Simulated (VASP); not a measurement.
Here is a VASP 6.6.1 calculation.

INCAR

```
PREC = Accurate
ENCUT = 520
EDIFF = 1E-6
ISMEAR = 0
SIGMA = 0.15
LREAL = False
LASPH = True
NELM = 100
ALGO = Fast
ISIF = 2
LWAVE = False
LCHARG = False
GGA = PS
NBANDS = 13
```

Contents of KPOINTS:

```
Automatic mesh
0
Gamma
  24 24 20
```

POSCAR

```
Mo
1.0
    2.8126072637      0.0000000000      0.0000000000
   -1.4063036318      2.4357893412      0.0000000000
    0.0000000000      0.0000000000      2.4170195880
Mo
1
Direct
    0.0000000000      0.0000000000      0.5000000000
```

Potentials or basis: VASP PAW PBE potentials, release 64 (Mo_sv).

Launch:

```bash
$ cat potpaw_PBE.64/Mo_sv/POTCAR > POTCAR
$ mpirun -np 1 vasp_std > vasp.out
```

Estimate the band gap on the k mesh.

zero (band 7 reaches 12.07 eV, above the bottom of band 8 at 10.35 eV).

What does it give for the pressure?

-2.4 GPa.

Stress tensor (GPa, compression positive):
```
-7.24  0.00  0.00
 0.00 -7.24  0.00
 0.00  0.00  7.15
```

Caveat: the PAW data sets were made with another functional, which shifts forces and pressure a little.
